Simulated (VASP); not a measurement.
# Li2Se: single point with PBEsol

The system is Li2Se.

```
CELL_PARAMETERS angstrom
2.72718 2.72718 0.00000
-2.72718 2.72718 0.00000
0.00000 2.72718 2.72718
ATOMIC_POSITIONS crystal
Li 0.25000 0.75000 0.50000
Li 0.75000 0.25000 0.50000
Se 0.00000 0.00000 0.00000
```

| Item | Value |
| --- | --- |
| Program | VASP 6.6.1 |
| Task | single point |
| Functional | PBEsol |
| Potentials or basis | VASP PAW PBE potentials, release 64 (Li_sv, Se) |
| Cutoff | 750 eV |
| k mesh | 8 × 8 × 8 |
| Occupations | gaussian, width 0.01 eV |
| Spin | no spin polarisation |

```yaml
Pressure: 15.2 GPa
Band_gap_on_the_k_mesh: 2.46 eV, indirect (least direct gap 4.62 eV)
```

Levels at points of the mesh, in eV from the valence-band top:
```csv
k point,band 2,band 3,band 4,band 5,band 6,band 7,band 8,band 9,band 10,band 11
"(0.00, 0.00, 0.00)",-43.68,-12.34,0.00,0.00,0.00,4.62,5.58,5.58,5.58,11.42
"(0.50, 0.00, 0.00)",-43.72,-11.72,-4.08,-0.81,-0.81,5.91,5.91,6.31,8.99,13.15
"(0.50, 0.50, 0.00)",-43.71,-11.54,-3.05,-2.18,-2.18,2.46,6.88,12.28,12.28,13.18
```

Wall time 38 s on 1 thread of Intel(R) Xeon(R) Platinum 8375C CPU @ 2.90GHz (Ice Lake) (shared host), peak memory 0.21 GiB.

Caveat: the PAW data sets were made with another functional, which shifts forces and pressure a little. A k mesh can miss the band edges.
